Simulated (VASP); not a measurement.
# SrO (Fm-3m) in VASP: settings compared, part 2 of 2

VASP 6.6.1. Earlier steps stand in the parts before.

## Step 3: Single point, PBEsol (volume scaled by 0.98)

Input file INCAR:

```
SYSTEM = SrO
ALGO = Normal
EDIFF = 1E-6
ENCUT = 520
GGA = PS
ISIF = 2
ISMEAR = -1
LASPH = .True.
LCHARG = .False.
LREAL = .False.
LWAVE = .False.
NBANDS = 15
NELM = 80
PREC = Accurate
SIGMA = 0.05
```

Input file KPOINTS:

```
k-points
0
Gamma
  9 9 9
  0 0 0
```

Input file POSCAR:

```
SrO
1.0
    0.0000000000      2.5490759911      2.5490759911
    2.5490759911      0.0000000000      2.5490759911
    2.5490759911      2.5490759911      0.0000000000
Sr O
1 1
Direct
    0.5000000000      0.5000000000      0.5000000000
    0.0000000000      0.0000000000      0.0000000000
```

Potentials or basis: VASP PAW PBE potentials, release 64 (Sr_sv, O).

Run with:

```console
> cat potpaw_PBE.64/Sr_sv/POTCAR potpaw_PBE.64/O/POTCAR > POTCAR
> mpirun -np 1 vasp_std > vasp.out
```

OUTCAR:

```text
SYSTEM = SrO
   EDIFF = 1E-6
   ENCUT = 520
   GGA = PS
   ISIF = 2
   ISMEAR = -1
   LASPH = .True.
   LREAL = .False.
   NELM = 80
   PREC = Accurate

 ion  position               nearest neighbor table
   1  0.500  0.500  0.500-   2 2.55   2 2.55   2 2.55   2 2.55   2 2.55   2 2.55
   2  0.000  0.000  0.000-   1 2.55   1 2.55   1 2.55   1 2.55   1 2.55   1 2.55

  LATTYP: Found a face centered cubic cell.
 ALAT       =     5.0981519822

  Lattice vectors:

 A1 = (   0.0000000000,   2.5490759911,   2.5490759911)
 A2 = (   2.5490759911,   0.0000000000,   2.5490759911)
 A3 = (   2.5490759911,   2.5490759911,   0.0000000000)

Analysis of symmetry for initial positions (statically):
=====================================================================
 Subroutine PRICEL returns:
 Original cell was already a primitive cell.

 Routine SETGRP: Setting up the symmetry group for a
 face centered cubic supercell.

 Subroutine GETGRP returns: Found 48 space group operations
[... 9 lines left out ...]

 Routine SETGRP: Setting up the symmetry group for a
 face centered cubic supercell.

 Subroutine GETGRP returns: Found 48 space group operations
[... 11 lines left out ...]
                                     Primitive cell

  volume of cell :      33.1267

[... 141 lines left out ...]

 k-point     1 :       0.0000    0.0000    0.0000
  band No.  band energies     occupation
      1     -30.5386      2.00000
      2     -13.4188      2.00000
      3     -12.1628      2.00000
      4     -12.1628      2.00000
      5     -12.1628      2.00000
      6       1.6116      2.00000
      7       1.6116      2.00000
      8       1.6116      2.00000
      9       5.6175      0.00000
     10       7.8265      0.00000
     11       7.8265      0.00000
     12       7.8265      0.00000
     13      10.0809      0.00000
     14      10.0809      0.00000
[... 401 lines left out ...]
      2     -13.6909      2.00000
      3     -12.8886      2.00000
      4     -12.5599      2.00000
      5     -12.5599      2.00000
      6       1.1042      2.00000
      7       1.5341      2.00000
      8       1.5341      2.00000
      9       4.8065      0.00000
     10       9.4408      0.00000
     11      11.9003      0.00000
     12      12.0736      0.00000
     13      12.7894      0.00000
     14      12.7894      0.00000
     15      15.9667      0.00000

 [... further k-points ...]
[... 5 lines left out ...]
  --------------------------------------------------------------------------------------
  -------------------------------------------------------------------------------------
  Total        0.4265538      0.4265538      0.4265538      0.0000000     -0.0000000     -0.0000000
  in kB       20.6303252     20.6303252     20.6303252      0.0000000     -0.0000000     -0.0000000
  external PRESSURE =      20.6303252 kB  Pullay stress =       0.0000000 kB

 VOLUME and BASIS-vectors are now :
 -----------------------------------------------------------------------------
  energy-cutoff  :      520.00
  volume of cell :       33.13
      direct lattice vectors                 reciprocal lattice vectors
     0.000000000  2.549075991  2.549075991    -0.196149507  0.196149507  0.196149507
     2.549075991  0.000000000  2.549075991     0.196149507 -0.196149507  0.196149507
     2.549075991  2.549075991  0.000000000     0.196149507  0.196149507 -0.196149507

 POSITION                                       TOTAL-FORCE (eV/Angst)
 -----------------------------------------------------------------------------------
      2.54908      2.54908      2.54908        -0.000000     -0.000000      0.000000
      0.00000      0.00000      0.00000         0.000000      0.000000     -0.000000
 -----------------------------------------------------------------------------------
    total drift:                                0.000000      0.000000      0.000000

  FREE ENERGIE OF THE ION-ELECTRON SYSTEM (eV)
  ---------------------------------------------------
  free  energy   TOTEN  =       -12.6348365421 eV

  energy  without entropy=      -12.6348365421  energy(sigma->0) =      -12.63483654
```

OSZICAR:

```text
N       E                     dE             d eps       ncg     rms          rms(c)
DAV:   1     0.625186356249E+02    0.62519E+02   -0.77567E+03  1050   0.101E+03
DAV:   2    -0.113088335819E+02   -0.73827E+02   -0.65954E+02  1469   0.214E+02
DAV:   3    -0.145577262469E+02   -0.32489E+01   -0.32296E+01  1469   0.392E+01
DAV:   4    -0.146174416631E+02   -0.59715E-01   -0.59709E-01  1331   0.428E+00
DAV:   5    -0.146178035864E+02   -0.36192E-03   -0.36192E-03  1361   0.275E-01    0.179E+01
DAV:   6    -0.128007412750E+02    0.18171E+01   -0.56486E+00  1085   0.185E+01    0.209E+01
DAV:   7    -0.126607103421E+02    0.14003E+00   -0.27354E-01  1281   0.465E+00    0.123E+01
DAV:   8    -0.126336767514E+02    0.27034E-01   -0.11952E-01  1414   0.335E+00    0.476E-01
DAV:   9    -0.126346530886E+02   -0.97634E-03   -0.57358E-03  1359   0.462E-01    0.229E-01
DAV:  10    -0.126347544479E+02   -0.10136E-03   -0.25919E-04  1197   0.161E-01    0.855E-02
DAV:  11    -0.126348276670E+02   -0.73219E-04   -0.84391E-05  1198   0.726E-02    0.250E-02
DAV:  12    -0.126348365182E+02   -0.88511E-05   -0.11340E-05  1185   0.286E-02    0.966E-03
DAV:  13    -0.126348365421E+02   -0.23937E-07   -0.88445E-07   800   0.774E-03
   1 F= -.12634837E+02 E0= -.12634837E+02  d E =-.847589E-11
```

stdout:

```text
POSCAR found type information on POSCAR SrO
 POSCAR found :  2 types and       2 ions
 scaLAPACK will be used
 -----------------------------------------------------------------------------
|                                                                             |
|                                                                             |
|     You enforced a specific xc type in the INCAR file but a different       |
|     I HOPE YOU KNOW WHAT YOU ARE DOING!                                     |
|                                                                             |
 -----------------------------------------------------------------------------

 LDA part: xc-table for (Slater+PW92), standard interpolation
 POSCAR, INCAR and KPOINTS ok, starting setup
 FFT: planning ... GRIDC
 FFT: planning ... GRID_SOFT
 FFT: planning ... GRID
 WAVECAR not read
 entering main loop
```

Run time: 30 s. Hardware: 1 thread of Intel Xeon 8259CL, shared host; peak memory 0.17 GiB.

What came out:

```yaml
Free_energy: -12.6348 eV
Pressure: 2.1 GPa
Band_gap_on_the_k_mesh: 3.19 eV, indirect (least direct gap 3.27 eV)
```

Caveat: the PAW data sets were made with another functional, which shifts forces and pressure a little. A k mesh can miss the band edges.

## Step 4: Single point, PBEsol (volume scaled by 1.06)

Input file INCAR:

```
SYSTEM = SrO
ALGO = Normal
EDIFF = 1E-7
ENCUT = 520
GGA = PS
ISIF = 2
ISMEAR = -1
LASPH = .TRUE.
LCHARG = .FALSE.
LREAL = .FALSE.
LWAVE = .FALSE.
NBANDS = 15
NELM = 60
PREC = Accurate
SIGMA = 0.05
```

Input file KPOINTS:

```
k-points
0
G
  9 9 9
  0 0 0
```

Input file POSCAR:

```
SrO
1.0
    0.0000000000      2.6166323862      2.6166323862
    2.6166323862      0.0000000000      2.6166323862
    2.6166323862      2.6166323862      0.0000000000
Sr O
1 1
Direct
    0.5000000000      0.5000000000      0.5000000000
    0.0000000000      0.0000000000      0.0000000000
```

Run with:

```console
> cat potpaw_PBE.64/Sr_sv/POTCAR potpaw_PBE.64/O/POTCAR > POTCAR
> mpirun -np 1 vasp_std > vasp.out
```

Wall time 38 s (1 thread of Intel Xeon 8259CL, shared host); peak memory 0.17 GiB.

The run converged. Its results:

```
Free energy            : -12.6099 eV
Pressure               : -4.7 GPa
Band gap on the k mesh : 3.24 eV, indirect (least direct gap 3.37 eV)
```

Levels at points of the mesh, in eV from the valence-band top:
| k point | band 6 | band 7 | band 8 | band 9 | band 10 | band 11 |
| --- | --- | --- | --- | --- | --- | --- |
| (0.00, 0.00, 0.00) | 0.00 | 0.00 | 0.00 | 3.46 | 6.05 | 6.05 |

Caveat: the PAW data sets were made with another functional, which shifts forces and pressure a little. A k mesh can miss the band edges.

## Step 5: Single point, PBE-based global hybrid

Input file POSCAR:

```
SrO
1.0
    0.0000000000      2.5663000000      2.5663000000
    2.5663000000      0.0000000000      2.5663000000
    2.5663000000      2.5663000000      0.0000000000
Sr O
1 1
Direct
    0.5000000000      0.5000000000      0.5000000000
    0.0000000000      0.0000000000      0.0000000000
```

Input file INCAR.step1:

```
SYSTEM = SrO
ALGO     = Normal         ! electronic algorithm
EDIFF    = 1E-5           ! SCF threshold, eV
ENCUT    = 520            ! plane-wave cutoff, eV
GGA      = PE             ! functional
ISIF     = 2              ! what is computed and relaxed
ISMEAR   = -1             ! smearing method
LASPH    = .True.         ! aspherical terms in the spheres
LREAL    = .False.        ! projectors in reciprocal space
LWAVE    = .True.         ! write WAVECAR
NBANDS   = 15             ! bands
NELM     = 80             ! most SCF steps
PREC     = Accurate       ! precision mode
SIGMA    = 0.05           ! smearing width, eV
```

Input file INCAR.step2:

```
SYSTEM = SrO
AEXX     = 0.35           ! exact-exchange fraction
ALGO     = Normal         ! electronic algorithm
EDIFF    = 1E-6           ! SCF threshold, eV
ENCUT    = 520            ! plane-wave cutoff, eV
GGA      = PE             ! functional
ISIF     = 2              ! what is computed and relaxed
ISMEAR   = -1             ! smearing method
ISTART   = 1            
LASPH    = .True.         ! aspherical terms in the spheres
LCHARG   = .True.         ! write CHGCAR
LELF     = .True.         ! ELF
LHFCALC  = .True.         ! exact exchange
LREAL    = .False.        ! projectors in reciprocal space
LVHAR    = .True.       
LWAVE    = .False.        ! write WAVECAR
NBANDS   = 15             ! bands
NELM     = 80             ! most SCF steps
PREC     = Accurate       ! precision mode
PRECFOCK = Normal       
SIGMA    = 0.05           ! smearing width, eV
```

Input file KPOINTS:

```
k-points
0
Gamma
  5 5 5
  0 0 0
```

Run with:

```console
> cat potpaw_PBE.64/Sr_sv/POTCAR potpaw_PBE.64/O/POTCAR > POTCAR
> cp INCAR.step1 INCAR
> mpirun -np 1 vasp_std > vasp.out
> cp INCAR.step2 INCAR
> mpirun -np 1 vasp_std > vasp.out
```

Run time: 32 min. Hardware: 1 thread of AMD EPYC 7R13, shared host; peak memory 0.15 GiB.

The run converged. Its results:

```
Free energy            : -15.8952 eV
Pressure               : 0.7 GPa
Band gap on the k mesh : 6.61 eV, indirect (least direct gap 6.74 eV)
```

Levels at points of the mesh, in eV from the valence-band top:
```
           k point  band 6  band 7  band 8  band 9  band 10  band 11
(0.00, 0.00, 0.00)    0.00    0.00    0.00    7.16     9.66     9.66
```

Caveat: the k points lie up to 0.42 Å⁻¹ apart; the PAW data sets were made with another functional, which shifts forces and pressure a little. A k mesh can miss the band edges.

## Step 6: Single point, PBE-based global hybrid

POSCAR is that of step 5.

INCAR.step1: that of step 5 with these lines changed.

```diff
@@ -7,5 +7,5 @@
 ISMEAR   = -1             ! smearing method
-LASPH    = .True.         ! aspherical terms in the spheres
-LREAL    = .False.        ! projectors in reciprocal space
-LWAVE    = .True.         ! write WAVECAR
+LASPH    = .TRUE.         ! aspherical terms in the spheres
+LREAL    = .FALSE.        ! projectors in reciprocal space
+LWAVE    = .TRUE.         ! write WAVECAR
 NBANDS   = 15             ! bands
```

Input file INCAR.step2:

```
SYSTEM = SrO
AEXX     = 0.5            ! exact-exchange fraction
ALGO     = Normal         ! electronic algorithm
EDIFF    = 1E-6           ! SCF threshold, eV
ENCUT    = 520            ! plane-wave cutoff, eV
GGA      = PE             ! functional
ISIF     = 2              ! what is computed and relaxed
ISMEAR   = -1             ! smearing method
ISTART   = 1            
LASPH    = .TRUE.         ! aspherical terms in the spheres
LCHARG   = .TRUE.         ! write CHGCAR
LELF     = .TRUE.         ! ELF
LHFCALC  = .TRUE.         ! exact exchange
LREAL    = .FALSE.        ! projectors in reciprocal space
LVHAR    = .TRUE.       
LWAVE    = .FALSE.        ! write WAVECAR
NBANDS   = 15             ! bands
NELM     = 80             ! most SCF steps
PREC     = Accurate       ! precision mode
PRECFOCK = Normal       
SIGMA    = 0.05           ! smearing width, eV
```

Input file KPOINTS:

```
k-points
0
G
  5 5 5
  0 0 0
```

Potentials or basis: VASP PAW PBE potentials, release 64 (Sr_sv, O).

Run with:

```console
> cat potpaw_PBE.64/Sr_sv/POTCAR potpaw_PBE.64/O/POTCAR > POTCAR
> cp INCAR.step1 INCAR
> mpirun -np 1 vasp_std > vasp.out
> cp INCAR.step2 INCAR
> mpirun -np 1 vasp_std > vasp.out
```

Run time: 32 min. Hardware: 1 thread of AMD EPYC 7R13, shared host; peak memory 0.15 GiB.

Results (log left out):

* Free energy: -17.6092 eV
* Pressure: -0.7 GPa
* Band gap on the k mesh: 8.03 eV, indirect (least direct gap 8.16 eV)

Levels at points of the mesh, in eV from the valence-band top:
| k point | band 4 | band 5 | band 6 | band 7 | band 8 | band 9 | band 10 | band 11 | band 12 | band 13 |
| --- | --- | --- | --- | --- | --- | --- | --- | --- | --- | --- |
| (0.00, 0.00, 0.00) | -15.22 | -15.22 | 0.00 | 0.00 | 0.00 | 8.57 | 11.19 | 11.19 | 11.19 | 13.56 |

Caveat: the k points lie up to 0.42 Å⁻¹ apart; the PAW data sets were made with another functional, which shifts forces and pressure a little. A k mesh can miss the band edges.

## Step 7: The runs side by side

```csv
level,cell,k mesh,grid for exact exchange (PRECFOCK),share of exact exchange,gap on the mesh (eV),pressure (GPa)
PBE,"a = 3.629 Å, angles 60.0°, 2 atoms",6 × 6 × 6,-,-,3.26,3.9
PBEsol,"a = 3.605 Å, angles 60.0°, 2 atoms",9 × 9 × 9,-,-,3.19,2.1
PBEsol,"a = 3.700 Å, angles 60.0°, 2 atoms",9 × 9 × 9,-,-,3.24,-4.7
PBE-based global hybrid,"a = 3.629 Å, angles 60.0°, 2 atoms",5 × 5 × 5,Normal,0.35,6.61,0.7
PBE-based global hybrid,"a = 3.629 Å, angles 60.0°, 2 atoms",5 × 5 × 5,Normal,0.5,8.03,-0.7
```

Alike in all rows: task single point; potentials or basis VASP PAW PBE potentials, release 64 (Sr_sv, O); no spin polarisation; cutoff (eV) 520; smearing fermi-dirac 0.05 eV.

Caveats: some runs use coarse meshes; the PAW data sets were made with another functional, which shifts forces and pressure a little (some runs).

Total energies depend on the potentials used, so only differences within one code and one set of settings carry meaning.
